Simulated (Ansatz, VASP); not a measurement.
# Hf: VASP beside Ansatz

INCAR

```
PREC     = Accurate       # precision mode
ENCUT    = 520            # plane-wave cutoff, eV
EDIFF    = 1E-6           # SCF threshold, eV
ISMEAR   = 0              # smearing method
SIGMA    = 0.15           # smearing width, eV
LREAL    = False          # projectors in reciprocal space
LASPH    = True           # aspherical terms in the spheres
NELM     = 100            # most SCF steps
ALGO     = Fast           # electronic algorithm
ISIF     = 2              # what is computed and relaxed
LWAVE    = False          # write WAVECAR
LCHARG   = False          # write CHGCAR
GGA      = PE             # functional
NBANDS   = 11             # bands
```

The input KPOINTS:

```
Automatic mesh
0
Gamma
  18 18 18
```

The input POSCAR:

```
Hf
1.0
    0.0000000000      2.0424000000      2.3088000000
    2.0424000000      0.0000000000      2.3088000000
    2.0424000000      2.0424000000      0.0000000000
Hf
1
Direct
    0.0000000000      0.0000000000      0.0000000000
```

Input for Ansatz:

```yaml
crystal:
  lattice:
    - [0.0, 2.0424, 2.3088]
    - [2.0424, 0.0, 2.3088]
    - [2.0424, 2.0424, 0.0]
  atoms:
    - { symbol: Hf, position: [0.0, 0.0, 0.0] }
basis:
  ecutwfc: 420
kpoints:
  mp_grid: { grid: [18, 18, 18] }
hamiltonian:
  xc: pbe
scf:
  occupations: { method: gaussian, width: 0.15 }
output:
  forces: true
  stress: true
  eigenvalues: true
```

Change from the starting cell: strain -0.080 along x and y, +0.040 along z, atoms carried along.

Alike in both runs: task single point; functional PBE; k mesh 18 × 18 × 18; occupations gaussian, width 0.15 eV; no spin polarisation.

|  | VASP | Ansatz |
| --- | --- | --- |
| version | VASP 6.6.1 | Ansatz 0.2.0 |
| potentials or method | VASP PAW PBE potentials, release 64 (Hf_pv), cutoff 520 eV | scalar-relativistic, plane waves, PAW |
| valence electrons in the cell | 10 | 26 |

|  | VASP | Ansatz | Ansatz less VASP |
| --- | --- | --- | --- |
| gap on the k mesh at the Fermi level (eV) | none | none | - |
| pressure (GPa) | 20.0 | 20.5 | +0.51 |
| traceless stress, the component that is largest in VASP (GPa) | -4.51 | -4.44 | +0.068 |

A gap of «none» marks a metal or a gap that the smearing closes. VASP's potentials hold 10 valence electrons a cell and Ansatz's 26, so a difference there can come from the potentials and not from the codes.

Spin-orbit coupling is off throughout.
